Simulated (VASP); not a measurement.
**HfN: single point with PBE**

Crystal: HfN.

```
Hf N
1.0
     0.00000    2.23674    2.30418
     2.23674    0.00000    2.30418
     2.23674    2.23674    0.00000
Hf N
1 1
Direct
  0.00000 0.00000 0.00000
  0.50000 0.50000 0.50000
```

This cell differs from its parent crystal: z stretched by +2 % at fixed volume.

| Item | Value |
| --- | --- |
| Program | VASP 6.6.1 |
| Task | single point |
| Functional | PBE |
| Potentials or basis | VASP PAW PBE potentials, release 64 (Hf_pv, N) |
| Cutoff | 600 eV |
| k mesh | 10 × 10 × 10 |
| Occupations | fermi-dirac, width 0.01 eV |
| Spin | no spin polarisation |

```yaml
Pressure: 3.5 GPa
Band_gap_on_the_k_mesh: zero (an odd number of electrons rules out a gap without spin polarisation)
```

Stress tensor (GPa, compression positive):
```
 7.96  0.00  0.00
 0.00  7.96  0.00
 0.00  0.00 -5.49
```

Levels at points of the mesh, in eV from the Fermi level:
```csv
k point,band 6,band 7,band 8,band 9,band 10,band 11
"(0.00, 0.00, 0.00)",-3.06,-3.06,-0.64,-0.30,-0.30,1.16
"(0.50, 0.00, 0.00)",-6.28,-6.26,3.20,3.54,3.76,4.34
"(0.50, 0.50, 0.00)",-3.83,-3.68,-3.68,4.03,5.44,5.44
"(0.50, 0.00, 0.50)",-3.90,-3.88,-3.75,3.93,5.23,5.62
```

It took 97 s on 1 thread of AMD EPYC 7571, with other jobs on the host, peak memory 0.16 GiB.

Caveat: the stress differs along the axes, from -5 to 8 GPa; spin-orbit coupling is left out, which moves the levels of the heavy elements.
